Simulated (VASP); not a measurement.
Set up this calculation in VASP 6.6.1, as the native input.

```
Task                   : single point
Functional             : PBEsol
Potentials or basis    : VASP PAW PBE potentials, release 64 (Ru_pv)
Cutoff                 : 520 eV
k mesh                 : 21 × 21 × 12
Occupations            : gaussian, width 0.15 eV
Spin                   : no spin polarisation
Dipole correction      : no
Further INCAR settings : ALGO = Fast; EDIFF = 1e-07; NBANDS = 21
```

The structure of Ru lies in POSCAR:

```
Ru
1.0
    2.6459734445      0.0000000000      0.0000000000
   -1.3229867222      2.2914802207      0.0000000000
    0.0000000000      0.0000000000      4.1832724497
Ru
2
Direct
    0.3333333333      0.6666666667      0.2500000000
    0.6666666667      0.3333333333      0.7500000000
```

This cell differs from its parent crystal: volume 12.682 Å^3 an atom, c/a of the conventional cell 1.5810.

These files were run (other wordings do the same):

INCAR

```
PREC = Accurate
ENCUT = 520
EDIFF = 1E-7
ISMEAR = 0
SIGMA = 0.15
LREAL = False
LASPH = True
NELM = 100
ALGO = Fast
ISIF = 2
LWAVE = False
LCHARG = True
GGA = PS
LELF = True
LVHAR = True
NBANDS = 21
```

KPOINTS

```
regular mesh
0
Gamma
  21 21 12
```

Potentials or basis: VASP PAW PBE potentials, release 64 (Ru_pv).

Command:

```sh
$ cat potpaw_PBE.64/Ru_pv/POTCAR > POTCAR
$ mpirun -np 1 vasp_std > vasp.out
```

It gave:

```yaml
Pressure: 19.3 GPa
Band_gap_on_the_k_mesh: zero (band 14 reaches 15.75 eV, above the bottom of band 15 at 12.20 eV)
```

Caveat: the PAW data sets were made with another functional, which shifts forces and pressure a little.

Run time: 2.8 min on 1 thread of Intel(R) Xeon(R) Platinum 8259CL CPU @ 2.50GHz (Skylake/Cascade Lake), with other jobs on the host, peak memory 0.25 GiB.
